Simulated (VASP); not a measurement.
AgBr:

```
Ag Br
1.0
    -0.02584    2.86689    2.86689
     2.86689   -0.02584    2.86689
     2.86689    2.86689   -0.02584
Ag Br
1 1
Direct
  0.00000 0.00000 0.00000
  0.50000 0.50000 0.50000
```

This cell differs from its parent crystal: strain along [111] -1.3%.

Base run:

| Quantity | Value |
| --- | --- |
| Program | VASP 6.6.1 |
| Functional | PBE |
| Potentials or basis | VASP PAW PBE potentials, release 64 (Ag, Br) |
| Cutoff | 500 eV |
| k mesh | 8 × 8 × 8 |
| Occupations | fermi-dirac, width 0.02 eV |
| Spin | no spin polarisation |

Its results: band gap on the k mesh 0.67 eV (least direct gap 2.53 eV); pressure 1.8 GPa.

Question: The run is repeated on the same cell with these changes: functional from PBE to r2SCAN; cutoff from 500 eV to 550 eV; occupations from fermi-dirac, width 0.02 eV to gaussian, width 0.01 eV. What comes out?

Answer: Band gap on the k mesh 1.24 eV (least direct gap 3.19 eV); pressure 0.6 GPa.

Caveats: the PAW data sets were made with another functional, which shifts forces and pressure a little (at least some runs).

A k mesh can miss the band edges.
